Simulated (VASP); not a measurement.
# GaSb: single point with LDA

GaSb:

```
Ga Sb
1.0
    -1.60351    2.41673    2.70473
     1.60351   -2.41673    2.70473
     1.60351    2.41673   -2.70473
Ga Sb
1 1
Direct
  0.00000 0.00000 0.00000
  0.50000 0.50000 0.00000
```

* Program: VASP 6.6.1
* Task: single point
* Functional: LDA
* Potentials or basis: VASP PAW LDA potentials, release 64 (Ga_d, Sb)
* Cutoff: 520 eV
* k mesh: 18 × 18 × 18
* Occupations: gaussian, width 0.15 eV
* Spin: no spin polarisation
* Dipole correction: no
* Further INCAR settings: ALGO = Normal; EDIFF = 1e-07; NBANDS = 16

| Item | Value |
| --- | --- |
| Pressure | 4.7 GPa |
| Band gap on the k mesh | zero (bands 9 and 10 overlap by 6.63 eV) |

Stress tensor (GPa, compression positive):
```
2.39 0.00 0.00
0.00 3.94 0.00
0.00 0.00 7.80
```

Levels at points of the mesh, in eV from the Fermi level:
```csv
k point,band 7,band 8,band 9,band 10,band 11,band 12
"(0.00, 0.00, 0.00)",-2.00,-1.63,-1.52,3.70,4.30,7.18
"(0.50, 0.00, 0.00)",-8.86,0.35,1.87,3.56,3.58,3.88
"(0.00, 0.50, 0.00)",-7.21,-1.58,-0.61,-0.18,0.69,3.29
"(0.50, 0.50, 0.00)",-5.93,-3.19,-2.60,-2.45,2.93,4.98
"(0.50, 0.50, 0.50)",-5.98,-5.83,-5.30,1.30,5.43,10.47
```

Run time: 13 min on 1 thread of Intel Xeon 8259CL (shared host), peak memory 0.66 GiB.

Caveat: the cell stands under pressure; spin-orbit coupling is left out, which moves the levels of the heavy elements.
